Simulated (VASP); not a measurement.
# Ge (Fm-3m) in VASP: notebook

The runs below take Ge through relaxation of the atoms, single point, with PBE.

All numbers are computed with VASP 6.6.1; they aren't measurements. Logs are shortened: lines on timing, memory, paths and dates and some standing lists are left out, and cuts for length are marked.

## Step 1: The cell of the first run

It takes space group Fm-3m (No. 225, cubic). The conventional cell has a = 4.197 Å, b = 4.197 Å, c = 4.197 Å, α = 90.00°, β = 90.00°, γ = 90.00°. Within 3.9 Å of Ge (site symmetry m-3m) lie 12 Ge at 2.97 Å.

This isn't the form of Ge at room conditions, which is diamond.

## Step 2: Relaxation of the atoms, PBE

The input, INCAR:

```
SYSTEM = Ge
PREC = Accurate
ENCUT = 450
EDIFF = 1E-7
ISMEAR = 0
SIGMA = 0.1
LREAL = .FALSE.
LASPH = .TRUE.
NELM = 120
ALGO = Normal
ISIF = 2
LWAVE = .FALSE.
LCHARG = .FALSE.
GGA = PE
IBRION = 2
NSW = 30
EDIFFG = -0.07
GGA_COMPAT = .FALSE.
NELMIN = 4
```

The input, KPOINTS:

```
regular mesh
0
G
  4 4 4
  0 0 0
```

The input, POSCAR:

```
Ge
1.0
    0.0000000000      2.0983605250      2.0983605250
    2.0983605250      0.0000000000      2.0983605250
    2.0983605250      2.0983605250      0.0000000000
Ge
1
Direct
    0.0000000000      0.0000000000      0.0000000000
```

Potentials or basis: VASP PAW PBE potentials, release 64 (Ge_d).

Command:

```
cat potpaw_PBE.64/Ge_d/POTCAR > POTCAR
mpirun -np 1 vasp_std > vasp.out
```

OUTCAR:

```text
SYSTEM = Ge
   PREC = Accurate
   ENCUT = 450
   EDIFF = 1E-7
   ISMEAR = 0
   LREAL = .FALSE.
   LASPH = .TRUE.
   NELM = 120
   ISIF = 2
   GGA = PE
   IBRION = 2
   NSW = 30
   EDIFFG = -0.07
   NELMIN = 4

 ion  position               nearest neighbor table
   1  0.000  0.000  0.000-

  LATTYP: Found a face centered cubic cell.
 ALAT       =     4.1967210500

  Lattice vectors:

 A1 = (   0.0000000000,   2.0983605250,   2.0983605250)
 A2 = (   2.0983605250,   0.0000000000,   2.0983605250)
 A3 = (   2.0983605250,   2.0983605250,   0.0000000000)

Analysis of symmetry for initial positions (statically):
=====================================================================
 Subroutine PRICEL returns:
 Original cell was already a primitive cell.

 Routine SETGRP: Setting up the symmetry group for a
 face centered cubic supercell.

 Subroutine GETGRP returns: Found 48 space group operations
 (whereof 48 operations were pure point group operations)
 out of a pool of 48 trial point group operations.

The static configuration has the point symmetry O_h .

Analysis of symmetry for dynamics (positions and initial velocities):
=====================================================================
 Subroutine PRICEL returns:
 Original cell was already a primitive cell.

 Routine SETGRP: Setting up the symmetry group for a
 face centered cubic supercell.

 Subroutine GETGRP returns: Found 48 space group operations
 (whereof 48 operations were pure point group operations)
 out of a pool of 48 trial point group operations.

The dynamic configuration has the point symmetry O_h .

 Subroutine INISYM returns: Found 48 space group operations
 (whereof 48 operations are pure point group operations),
 and found     1 'primitive' translations

----------------------------------------------------------------------------------------

                                     Primitive cell

  volume of cell :      18.4787

  direct lattice vectors                    reciprocal lattice vectors
     0.000000000  2.098360525  2.098360525    -0.238281265  0.238281265  0.238281265
     2.098360525  0.000000000  2.098360525     0.238281265 -0.238281265  0.238281265
     2.098360525  2.098360525  0.000000000     0.238281265  0.238281265 -0.238281265

  length of vectors
     2.967529913  2.967529913  2.967529913     0.412715257  0.412715257  0.412715257

  position of ions in fractional coordinates (direct lattice)
     0.000000000  0.000000000  0.000000000

[... 66 lines left out ...]
   POTIM  = 0.5000    time-step for ionic-motion
   TEBEG  =    0.0;   TEEND  =   0.0 temperature during run
   PSTRESS=    0.0 pullay stress
   NELECT =      14.0000    total number of electrons
   NUPDOWN=      -1.0000    fix difference up-down
   EMIN   =  10.00;   EMAX   =-10.00  energy-range for DOS
   EFERMI =   0.00;   METHOD = LEGACY
   ISMEAR =     0;   SIGMA  =   0.10  broadening in eV -4-tet -1-fermi 0-gaus
   EFERMI_NEDOS =   21; number of points for ismear=-14 and -15
   IALGO  =     38    algorithm
   IMIX   =      4    mixing-type and parameters
     AMIX     =   0.40;   BMIX     =  1.00
     AMIX_MAG =   1.60;   BMIX_MAG =  1.00
  volume/ion in A,a.u.               =      18.48       124.70
  Fermi-wavevector in a.u.,A,eV,Ry     =   1.492430  2.820284 30.304914  2.227348
  Thomas-Fermi vector in A             =   2.604959
   LORBIT       =      0    0 simple, 1 ext, 2 COOP (PROOUT), +10 PAW based schemes
   GGA     = PE    functional components
   LHFCALC =     F    Hartree Fock is set to
   AEXX    =    0.0000 exact exchange contribution
   IVDW    =     0    specifies the selected vdW correction
   LEPSILON=     F    determine dielectric tensor
   LRPA    =     F    only Hartree local field effects (RPA)
 conjugate gradient relaxation of ions
 non-spin polarized calculation
 Gauss-broadening in eV      SIGMA  =   0.10
  energy-cutoff  :      450.00
  volume of cell :       18.48
 maximum number of plane-waves:       415
 NGX is ok and might be reduce to    24
   NGX = 11   NGY = 11   NGZ = 11

 number of electron      13.9999991 magnetization

 Free energy of the ion-electron system (eV)
  ---------------------------------------------------
  ext. energy  EPLUGINS =         0.00000000
  ---------------------------------------------------
  free energy    TOTEN  =        -4.02539725 eV

  energy without entropy =       -4.01697079  energy(sigma->0) =       -4.02118402

 E-fermi :   6.9874     XC(G=0): -11.4122

 val. band max:        6.6605112477   @ k =  -0.2500   0.5000   0.2500
 cond. band min:       7.0351309196   @ k =  -0.2500   0.2500   0.0000
 fundamental gap:      0.3746196719
 Fermi energy:         6.9874375019

 k-point     1 :       0.0000    0.0000    0.0000
  band No.  band energies     occupation
      1     -17.7460      2.00000
      2     -17.7460      2.00000
      3     -17.7460      2.00000
      4     -17.6898      2.00000
      5     -17.6898      2.00000
      6      -6.3387      2.00000
      7      16.2114      0.00000
      8      16.2114      0.00000
      9      16.2114      0.00000
     10      21.2322      0.00000
     11      21.2322      0.00000
[... 85 lines left out ...]
 k-point     8 :      -0.2500    0.5000    0.2500
  band No.  band energies     occupation
      1     -17.7359      2.00000
      2     -17.7215      2.00000
      3     -17.7215      2.00000
      4     -17.6710      2.00000
      5     -17.6300      2.00000
      6       2.0548      2.00000
      7       4.8601      2.00000
      8       4.8601      2.00000
      9       6.6605      2.00000
     10      20.4182      0.00000
     11      22.5635      0.00000

------------------------ aborting loop because EDIFF is reached ----------------------------------------

  FORCE on cell =-STRESS in cart. coord.  units (eV):
  Direction    XX          YY          ZZ          XY          YZ          ZX
  --------------------------------------------------------------------------------------
  -------------------------------------------------------------------------------------
  Total        0.4710969      0.4710969      0.4710969      0.0000000     -0.0000000      0.0000000
  in kB       40.8460919     40.8460919     40.8460919      0.0000000     -0.0000000      0.0000000
  external PRESSURE =      40.8460919 kB  Pullay stress =       0.0000000 kB

 VOLUME and BASIS-vectors are now :
 -----------------------------------------------------------------------------
  energy-cutoff  :      450.00
  volume of cell :       18.48
      direct lattice vectors                 reciprocal lattice vectors
     0.000000000  2.098360525  2.098360525    -0.238281265  0.238281265  0.238281265
     2.098360525  0.000000000  2.098360525     0.238281265 -0.238281265  0.238281265
     2.098360525  2.098360525  0.000000000     0.238281265  0.238281265 -0.238281265

 POSITION                                       TOTAL-FORCE (eV/Angst)
 -----------------------------------------------------------------------------------
      0.00000      0.00000      0.00000         0.000000      0.000000      0.000000
 -----------------------------------------------------------------------------------
    total drift:                               -0.000000      0.000000      0.000000

  FREE ENERGIE OF THE ION-ELECTRON SYSTEM (eV)
  ---------------------------------------------------
  free  energy   TOTEN  =        -4.0253972472 eV

  energy  without entropy=       -4.0169707858  energy(sigma->0) =       -4.02118402

 reached required accuracy - stopping structural energy minimisation
```

CONTCAR:

```text
Ge
   1.00000000000000
     0.0000000000000000    2.0983605249999999    2.0983605249999999
     2.0983605249999999    0.0000000000000000    2.0983605249999999
     2.0983605249999999    2.0983605249999999    0.0000000000000000
  Ge
     1
Direct
     0.0000000000000000    0.0000000000000000    0.0000000000000000

  0.00000000E+00  0.00000000E+00  0.00000000E+00
```

Wall time 3.1 s (1 thread of Intel Xeon 6975P-C (Granite Rapids), shared host); peak memory 0.12 GiB.

What came out:

```yaml
Free_energy: -4.0254 eV
Pressure_after_relaxing: 4.1 GPa
Band_gap_on_the_k_mesh: zero (bands 7 and 8 overlap by 11.35 eV)
```

Final structure:
```yaml
crystal:
  lattice:
    - [0.00000, 2.09836, 2.09836]
    - [2.09836, 0.00000, 2.09836]
    - [2.09836, 2.09836, 0.00000]
  atoms:
    - { symbol: Ge, position: [0.00000, 0.00000, 0.00000] }
```

Caveat: the k points lie up to 0.65 Å⁻¹ apart, too coarse for converged energies and pressures of a metal; the relaxation stopped at its first step, so nothing moved.

[end of part 1 of 2]
